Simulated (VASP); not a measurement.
# TiCo3 (Pm-3m) in VASP: further runs

The runs below take TiCo3 through single point, with PBEsol.

Everything below comes from runs of VASP 6.6.1. Logs are shortened: lines on timing, memory, paths and dates and some standing lists are left out, and cuts for length are marked.

## (1) The cell of the first run

The structure is cubic, space group Pm-3m (No. 221). Conventional cell: a = 3.600 Å, b = 3.600 Å, c = 3.600 Å, α = 90.00°, β = 90.00°, γ = 90.00°. Within 3.4 Å of Ti (site symmetry m-3m) lie 12 Co at 2.55 Å. Co (site symmetry 4/mmm) has 4 Ti at 2.55 Å and 8 Co at 2.55 Å within 3.4 Å.

## (2) Single point, PBEsol, collinear spin, ferromagnetic start (11.66 Å³/atom)

INCAR reads:

```
SYSTEM = TiCo3
PREC = Accurate ; ENCUT = 520
EDIFF = 1E-7 ; ISMEAR = 0
SIGMA = 0.15 ; LREAL = .False.
LASPH = .True. ; NELM = 150
ALGO = Normal ; ISIF = 2
LWAVE = .False. ; LCHARG = .False.
ISPIN = 2 ; MAGMOM = 0.9 1.98 1.98 1.98
LORBIT = 11 ; NUPDOWN = 6.84
LMAXMIX = 4 ; GGA = PS
NBANDS = 32
```

KPOINTS reads:

```
regular mesh
0
Gamma
  12 12 12
  0 0 0
```

POSCAR reads:

```
TiCo3
1.0
    3.6000000000      0.0000000000      0.0000000000
    0.0000000000      3.6000000000      0.0000000000
    0.0000000000      0.0000000000      3.6000000000
Ti Co
1 3
Direct
    0.0000000000      0.0000000000      0.0000000000
    0.0000000000      0.5000000000      0.5000000000
    0.5000000000      0.0000000000      0.5000000000
    0.5000000000      0.5000000000      0.0000000000
```

Potentials or basis: VASP PAW PBE potentials, release 64 (Ti_sv, Co).

The run is started by

```bash
$ cat potpaw_PBE.64/Ti_sv/POTCAR potpaw_PBE.64/Co/POTCAR > POTCAR
$ mpirun -np 1 vasp_std > vasp.out
```

OUTCAR:

```text
SYSTEM = TiCo3
   PREC = Accurate
   ENCUT = 520
   EDIFF = 1E-7
   ISMEAR = 0
   LREAL = .False.
   LASPH = .True.
   NELM = 150
   ISIF = 2
   ISPIN = 2
   LORBIT = 11
   NUPDOWN = 6.84
   GGA = PS

 ion  position               nearest neighbor table
   1  0.000  0.000  0.000-   2 2.55   3 2.55   4 2.55   2 2.55   3 2.55   2 2.55   4 2.55   2 2.55
                             3 2.55   4 2.55   3 2.55   4 2.55
   2  0.000  0.500  0.500-   1 2.55   3 2.55   4 2.55   1 2.55   4 2.55   1 2.55   3 2.55   1 2.55
                             3 2.55   4 2.55   4 2.55   3 2.55
   3  0.500  0.000  0.500-   1 2.55   2 2.55   4 2.55   1 2.55   4 2.55   2 2.55   4 2.55   4 2.55
                             1 2.55   2 2.55   1 2.55   2 2.55
   4  0.500  0.500  0.000-   1 2.55   2 2.55   3 2.55   2 2.55   3 2.55   1 2.55   3 2.55   3 2.55
                             1 2.55   2 2.55   2 2.55   1 2.55

  LATTYP: Found a simple cubic cell.
 ALAT       =     3.6000000000

  Lattice vectors:

 A1 = (   3.6000000000,   0.0000000000,   0.0000000000)
 A2 = (   0.0000000000,   3.6000000000,   0.0000000000)
 A3 = (   0.0000000000,   0.0000000000,   3.6000000000)

Analysis of symmetry for initial positions (statically):
=====================================================================
 Subroutine PRICEL returns:
 Original cell was already a primitive cell.

 Routine SETGRP: Setting up the symmetry group for a
 simple cubic supercell.

 Subroutine GETGRP returns: Found 48 space group operations
 (whereof 48 operations were pure point group operations)
 out of a pool of 48 trial point group operations.

The static configuration has the point symmetry O_h .

Analysis of symmetry for dynamics (positions and initial velocities):
=====================================================================
 Subroutine PRICEL returns:
 Original cell was already a primitive cell.

 Routine SETGRP: Setting up the symmetry group for a
 simple cubic supercell.

 Subroutine GETGRP returns: Found 48 space group operations
 (whereof 48 operations were pure point group operations)
 out of a pool of 48 trial point group operations.

The dynamic configuration has the point symmetry O_h .

Analysis of structural, dynamic, and magnetic symmetry:
=====================================================================
 Subroutine PRICEL returns:
 Original cell was already a primitive cell.

 Routine SETGRP: Setting up the symmetry group for a
 simple cubic supercell.

 Subroutine GETGRP returns: Found 48 space group operations
 (whereof 48 operations were pure point group operations)
 out of a pool of 48 trial point group operations.

The overall configuration has the point symmetry O_h .

 Subroutine INISYM returns: Found 48 space group operations
 (whereof 48 operations are pure point group operations),
 and found     1 'primitive' translations

----------------------------------------------------------------------------------------

                                     Primitive cell

  volume of cell :      46.6560

  direct lattice vectors                    reciprocal lattice vectors
     3.600000000  0.000000000  0.000000000     0.277777778  0.000000000  0.000000000
     0.000000000  3.600000000  0.000000000     0.000000000  0.277777778  0.000000000
     0.000000000  0.000000000  3.600000000     0.000000000  0.000000000  0.277777778

  length of vectors
     3.600000000  3.600000000  3.600000000     0.277777778  0.277777778  0.277777778

  position of ions in fractional coordinates (direct lattice)
     0.000000000  0.000000000  0.000000000
     0.000000000  0.500000000  0.500000000
     0.500000000  0.000000000  0.500000000
     0.500000000  0.500000000  0.000000000

  ion indices of the primitive-cell ions
   primitive index   ion index
                 1           1
                 2           2
                 3           3
                 4           4

----------------------------------------------------------------------------------------

 KPOINTS: regular mesh

Automatic generation of k-mesh.
 Grid dimensions read from file:
 generate k-points for:   12   12   12

 Generating k-lattice:

  Cartesian coordinates                     Fractional coordinates (reciprocal lattice)
     0.023148148  0.000000000  0.000000000     0.083333333  0.000000000  0.000000000
     0.000000000  0.023148148  0.000000000     0.000000000  0.083333333  0.000000000
     0.000000000  0.000000000  0.023148148     0.000000000  0.000000000  0.083333333

  Length of vectors
     0.023148148  0.023148148  0.023148148

  Shift w.r.t. Gamma in fractional coordinates (k-lattice)
     0.000000000  0.000000000  0.000000000

 Subroutine IBZKPT returns following result:
 ===========================================

 Found     84 irreducible k-points:

 Following reciprocal coordinates:
            Coordinates               Weight
  0.000000  0.000000  0.000000      1.000000
  0.083333  0.000000  0.000000      6.000000
  0.166667  0.000000  0.000000      6.000000
  0.250000  0.000000  0.000000      6.000000
  0.333333  0.000000  0.000000      6.000000
  0.416667  0.000000  0.000000      6.000000
[... 16 lines left out ...]
  0.333333  0.333333  0.000000     12.000000
  0.416667  0.333333  0.000000     24.000000
 [... further k-points ...]
   k-points           NKPTS =     84   k-points in BZ     NKDIM =     84   number of bands    NBANDS=     32
   number of dos      NEDOS =    301   number of ions     NIONS =      4
   total plane-waves  NPLWV =  21952
   dimension x,y,z NGX =    28 NGY =   28 NGZ =   28
   dimension x,y,z NGXF=    56 NGYF=   56 NGZF=   56
   ions per type =               1   3
   NGX,Y,Z   is equivalent  to a cutoff of  12.93, 12.93, 12.93 a.u.
   NGXF,Y,Z  is equivalent  to a cutoff of  25.86, 25.86, 25.86 a.u.
 SYSTEM =  TiCo3
   PREC   = accura    normal or accurate (medium, high low for compatibility)
   ISTART =      0    job   : 0-new  1-cont  2-samecut
   ICHARG =      2    charge: 1-file 2-atom 10-const
   ISPIN  =      2    spin polarized calculation?
   LNONCOLLINEAR =      F non collinear calculations
   LSORBIT =      F    spin-orbit coupling
   LASPH  =      T    aspherical Exc in radial PAW
   ENCUT  =  520.0 eV  38.22 Ry    6.18 a.u.   6.69  6.69  6.69*2*pi/ulx,y,z
   NELM   =    150;   NELMIN=  2; NELMDL= -5     # of ELM steps
   EDIFF  = 0.1E-06   stopping-criterion for ELM
   LREAL  =      F    real-space projection
   EDIFFG = 0.1E-05   stopping-criterion for IOM
   NSW    =      0    number of steps for IOM
   IBRION =     -1    ionic relax: 0-MD 1-quasi-New 2-CG
   NFREE  =      0    steps in history (QN), initial steepest desc. (CG)
   ISIF   =      2    stress and relaxation
   ISYM   =      2    0-nonsym 1-usesym 2-fastsym
   POTIM  = 0.5000    time-step for ionic-motion
   TEBEG  =    0.0;   TEEND  =   0.0 temperature during run
   PSTRESS=    0.0 pullay stress
   NELECT =      39.0000    total number of electrons
   NUPDOWN=       6.8400    fix difference up-down
   EMIN   =  10.00;   EMAX   =-10.00  energy-range for DOS
   EFERMI =   0.00;   METHOD = LEGACY
   ISMEAR =     0;   SIGMA  =   0.15  broadening in eV -4-tet -1-fermi 0-gaus
   EFERMI_NEDOS =   21; number of points for ismear=-14 and -15
   IALGO  =     38    algorithm
   IMIX   =      4    mixing-type and parameters
     AMIX     =   0.40;   BMIX     =  1.00
     AMIX_MAG =   1.60;   BMIX_MAG =  1.00
  volume/ion in A,a.u.               =      11.66        78.71
  Fermi-wavevector in a.u.,A,eV,Ry     =   1.542152  2.914245 32.357824  2.378233
  Thomas-Fermi vector in A             =   2.647997
   LORBIT       =     11    0 simple, 1 ext, 2 COOP (PROOUT), +10 PAW based schemes
   GGA     = PS    functional components
   LHFCALC =     F    Hartree Fock is set to
   AEXX    =    0.0000 exact exchange contribution
   IVDW    =     0    specifies the selected vdW correction
   LEPSILON=     F    determine dielectric tensor
   LRPA    =     F    only Hartree local field effects (RPA)
 spin polarized calculation
 Gauss-broadening in eV      SIGMA  =   0.15
  energy-cutoff  :      520.00
  volume of cell :       46.66
 maximum number of plane-waves:      1328
 NGX is ok and might be reduce to    28
   NGX = 13   NGY = 13   NGZ = 13

 number of electron      39.0000037 magnetization       6.8400015

 Free energy of the ion-electron system (eV)
  ---------------------------------------------------
  ext. energy  EPLUGINS =         0.00000000
  ---------------------------------------------------
  free energy    TOTEN  =       -30.02010672 eV

  energy without entropy =      -29.93135799  energy(sigma->0) =      -29.97573235

 E-fermi :   9.7139     XC(G=0): -13.3161

 val. band max:       11.3395716334   @ k =   0.5000   0.0833   0.0833
 cond. band min:       9.7139855420   @ k =   0.5000   0.5000   0.2500
 fundamental gap:     -1.6255860913
 Fermi energy:        11.3435488629

 spin component 1

 k-point     1 :       0.0000    0.0000    0.0000
  band No.  band energies     occupation
      1     -45.7801      1.00000
      2     -22.1740      1.00000
      3     -22.1740      1.00000
      4     -22.1740      1.00000
      5       1.6481      1.00000
      6       4.9777      1.00000
[... 805 lines left out ...]
     30      21.0835      0.00000
     31      21.7232      0.00000

 [... further k-points ...]

 spin component 2

 k-point     1 :       0.0000    0.0000    0.0000
  band No.  band energies     occupation
      1     -45.2404      1.00000
      2     -21.6344      1.00000
      3     -21.6344      1.00000
      4     -21.6344      1.00000
      5       2.1575      1.00000
      6       6.3492      1.00000
[... 805 lines left out ...]
     30      21.9852      0.00000
     31      22.5125      0.00000

 [... further k-points ...]

 [bands above 31 left out]

------------------------ aborting loop because EDIFF is reached ----------------------------------------

  FORCE on cell =-STRESS in cart. coord.  units (eV):
  Direction    XX          YY          ZZ          XY          YZ          ZX
  --------------------------------------------------------------------------------------
  -------------------------------------------------------------------------------------
  Total        3.4669087      3.4669087      3.4669087      0.0000000      0.0000000     -0.0000000
  in kB      119.0544092    119.0544092    119.0544092      0.0000000      0.0000000     -0.0000000
  external PRESSURE =     119.0544092 kB  Pullay stress =       0.0000000 kB

 VOLUME and BASIS-vectors are now :
 -----------------------------------------------------------------------------
  energy-cutoff  :      520.00
  volume of cell :       46.66
      direct lattice vectors                 reciprocal lattice vectors
     3.600000000  0.000000000  0.000000000     0.277777778  0.000000000  0.000000000
     0.000000000  3.600000000  0.000000000     0.000000000  0.277777778  0.000000000
     0.000000000  0.000000000  3.600000000     0.000000000  0.000000000  0.277777778

 POSITION                                       TOTAL-FORCE (eV/Angst)
 -----------------------------------------------------------------------------------
      0.00000      0.00000      0.00000         0.000000      0.000000      0.000000
      0.00000      1.80000      1.80000         0.000000      0.000000      0.000000
      1.80000      0.00000      1.80000         0.000000      0.000000      0.000000
      1.80000      1.80000      0.00000         0.000000      0.000000      0.000000
 -----------------------------------------------------------------------------------
    total drift:                                0.000000      0.000000      0.000000

  FREE ENERGIE OF THE ION-ELECTRON SYSTEM (eV)
  ---------------------------------------------------
  free  energy   TOTEN  =       -30.0201067163 eV

  energy  without entropy=      -29.9313579899  energy(sigma->0) =      -29.97573235

 total charge

# of ion       s       p       d       tot
------------------------------------------
    1        2.252   6.216   2.006  10.474
    2        0.535   0.540   7.192   8.268
    3        0.535   0.540   7.192   8.268
    4        0.535   0.540   7.192   8.268
--------------------------------------------------
tot          3.858   7.838  23.581  35.277

 magnetization (x)

# of ion       s       p       d       tot
------------------------------------------
    1        0.006   0.042   0.534   0.581
    2        0.029   0.085   1.872   1.987
    3        0.029   0.085   1.872   1.987
    4        0.029   0.085   1.872   1.987
--------------------------------------------------
tot          0.093   0.296   6.152   6.541
```

It took 3.8 min on 1 thread of Oxide Virtual Turin-like, shared host; peak memory 0.27 GiB.

What came out:

- Free energy: -30.0201 eV
- Pressure: 11.9 GPa
- Net moment: 6.84 μB per cell
- Site moments: Ti +0.58; Co +1.99 μB
- Valence electrons inside the program's atomic spheres: Ti 10.47; Co 8.27

Caveat: the cell stands under pressure; the PAW data sets were made with another functional, which shifts forces and pressure a little; the total moment is fixed, so each spin has its own Fermi level and the state may be an excited one.

## (3) Single point, PBEsol, collinear spin, ferromagnetic start (12.35 Å³/atom)

This run uses another cell than the first one, of 12.35 Å³/atom.

INCAR reads:

```
PREC = Accurate
ENCUT = 520
EDIFF = 1E-6
ISMEAR = 0
SIGMA = 0.15
LREAL = False
LASPH = True
NELM = 150
ALGO = Normal
ISIF = 2
LWAVE = False
LCHARG = False
ISPIN = 2
MAGMOM = 0.2 0.44 0.44 0.44
LORBIT = 11
NUPDOWN = 1.52
LMAXMIX = 4
GGA = PS
NBANDS = 32
```

KPOINTS reads:

```
Automatic mesh
0
Gamma
  12 12 12
```

POSCAR reads:

```
TiCo3
1.0
    3.6693350640      0.0000000000      0.0000000000
    0.0000000000      3.6693350640      0.0000000000
    0.0000000000      0.0000000000      3.6693350640
Ti Co
1 3
Direct
    0.0000000000      0.0000000000      0.0000000000
    0.0000000000      0.5000000000      0.5000000000
    0.5000000000      0.0000000000      0.5000000000
    0.5000000000      0.5000000000      0.0000000000
```

Potentials or basis: VASP PAW PBE potentials, release 64 (Ti_sv, Co).

The run is started by

```bash
$ cat potpaw_PBE.64/Ti_sv/POTCAR potpaw_PBE.64/Co/POTCAR > POTCAR
$ mpirun -np 1 vasp_std > vasp.out
```

It took 5.2 min on 1 thread of Oxide Virtual Turin-like, shared host; peak memory 0.27 GiB.

The run converged. Its results:

| Property | Result |
| --- | --- |
| Free energy | -32.3528 eV |
| Pressure | -20.6 GPa |
| Net moment | 1.52 μB per cell |
| Site moments | Ti -0.28; Co +0.63 μB |
| Valence electrons inside the program's atomic spheres | Ti 10.29; Co 8.21 |

Caveat: the cell stands under tension; the PAW data sets were made with another functional, which shifts forces and pressure a little; the total moment is fixed, so each spin has its own Fermi level and the state may be an excited one.
